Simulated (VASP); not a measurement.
Wanted: the native input for a VASP 6.6.1 run.

| Property | Result |
| --- | --- |
| Task | relaxation of cell and atoms |
| Functional | PBE |
| Potentials or basis | VASP PAW PBE potentials, release 64 (Hf_pv) |
| Cutoff | 600 eV |
| k mesh | 15 × 15 × 8 |
| Occupations | gaussian, width 0.1 eV |
| Spin | no spin polarisation |
| Dipole correction | no |
| Further INCAR settings | ALGO = Normal; EDIFF = 1e-06; IBRION = 2; EDIFFG = -0.005; NSW = 100; ISIF = 3 |

The structure of Hf lies in POSCAR:

```
Hf
1.0
    3.2000007099      0.0000000000      0.0000000000
   -1.6000003549      2.7712819069      0.0000000000
    0.0000000000      0.0000000000      5.0624011231
Hf
2
Direct
    0.3333333333      0.6666666667      0.7500000000
    0.6666666667      0.3333333333      0.2500000000
```

The input as run:

INCAR

```
PREC = Accurate
ENCUT = 600
EDIFF = 1E-6
ISMEAR = 0
SIGMA = 0.1
LREAL = False
LASPH = True
NELM = 80
ALGO = Normal
ISIF = 3
LWAVE = False
LCHARG = False
GGA = PE
IBRION = 2
NSW = 100
EDIFFG = -0.005
```

KPOINTS

```
regular mesh
0
Gamma
  15 15 8
```

Potentials or basis: VASP PAW PBE potentials, release 64 (Hf_pv).

The run is started by

```sh
$ cat potpaw_PBE.64/Hf_pv/POTCAR > POTCAR
$ mpirun -np 1 vasp_std > vasp.out
```

Results of the run:

```
Energy gained by relaxing : 0.0 meV/atom
Ionic steps               : 2
Pressure after relaxing   : 0.0 GPa
Band gap on the k mesh    : zero (band 10 reaches 6.07 eV, above the bottom of band 11 at 4.46 eV)
```

Caveat: spin-orbit coupling is left out, which moves the levels of the heavy elements.

It took 77 s on 1 thread of Intel(R) Xeon(R) Platinum 8488C (Sapphire Rapids) (shared host), peak memory 0.25 GiB.
